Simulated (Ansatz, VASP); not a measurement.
# One calculation of Si, two programs

```
Si
1.0
     0.00000    2.75120    2.75120
     2.75120    0.00000    2.75120
     2.75120    2.75120    0.00000
Si
2
Direct
  0.50000 0.50000 0.50000
  0.75000 0.75000 0.75000
```

Change from the starting cell: volume scaled by 1.04, crystal datasets.

Alike in both runs: task electric field gradients; functional LDA; k mesh 12 × 12 × 12; occupations fermi-dirac, width 0.08 eV; no spin polarisation.

```csv
,VASP,Ansatz
version,VASP 6.6.1,Ansatz 0.2.0
potentials or method,"VASP PAW LDA potentials, release 64 (Si), cutoff 520 eV","all-electron PAW with datasets made for the crystal, scalar-relativistic"
```

|  | VASP | Ansatz | Ansatz less VASP |
| --- | --- | --- | --- |
| pressure (GPa) | -4.7 | -4.8 | -0.07 |

LDA's correlation is that of Perdew and Zunger in VASP and of Perdew and Wang (1992) in Ansatz. Ansatz ran all-electron here, and VASP with PAW potentials.
